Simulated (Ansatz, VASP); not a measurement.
Given: the input of a run of Ansatz 0.2.0 on GaP.

The input input.yaml:

```yaml
crystal:
  lattice:
    - [0.0, 2.72525, 2.72525]
    - [2.72525, 0.0, 2.72525]
    - [2.72525, 2.72525, 0.0]
  atoms:
    - { symbol: Ga, position: [0.0, 0.0, 0.0] }
    - { symbol: P, position: [0.75, 0.75, 0.75] }
kpoints:
  mp_grid: { grid: [6, 6, 6] }
scf:
  occupations: { method: fermi_dirac, width: 0.05 }
hamiltonian:
  xc: pbesol
  pseudopotentials: { kind: all_electron, lapw: { basis_error: 0.001 } }
output:
  forces: true
  stress: true
relax:
  f_tol: 0.005
  max_steps: 60
  cell: {}
```

Potentials or basis: all-electron LAPW, scalar-relativistic.

Command:

```bash
$ ansatz run input.yaml --threads 1 --pin off --max-ram 3072MiB --backend cpu --events-out ev --progress --plain --runs-dir out
```

Q: Translate it to VASP 6.6.1. Potentials there: VASP PAW PBE potentials, release 64 (Ga_d, P).

A: As run (the cutoff follows the program's own potentials):

File INCAR:

```
SYSTEM = GaP
PREC = Accurate
ENCUT = 600
EDIFF = 1E-6
ISMEAR = -1
SIGMA = 0.05
LREAL = .False.
LASPH = .True.
NELM = 100
ALGO = Normal
ISIF = 3
LWAVE = .False.
LCHARG = .False.
GGA = PS
IBRION = 2
NSW = 80
EDIFFG = -0.005
```

File KPOINTS:

```
Automatic mesh
0
Gamma
  6 6 6
  0 0 0
```

POSCAR

```
GaP
1.0
    0.0000000000      2.7252500000      2.7252500000
    2.7252500000      0.0000000000      2.7252500000
    2.7252500000      2.7252500000      0.0000000000
Ga P
1 1
Direct
    0.0000000000      0.0000000000      0.0000000000
    0.7500000000      0.7500000000      0.7500000000
```

Potentials or basis: VASP PAW PBE potentials, release 64 (Ga_d, P).

Run with:

```sh
$ cat potpaw_PBE.64/Ga_d/POTCAR potpaw_PBE.64/P/POTCAR > POTCAR
$ mpirun -np 1 vasp_std > vasp.out
```

Both were run:

|  | VASP | Ansatz | Ansatz less VASP |
| --- | --- | --- | --- |
| relaxed volume (Å³/atom) | 20.10 | 20.11 | +0.015 |
| relaxed cell length with the largest relative difference (Å) | 3.845 | 3.846 | +0.0009 |

VASP's potentials were made for PBE, not for PBEsol. Ansatz ran all-electron here, and VASP with PAW potentials.
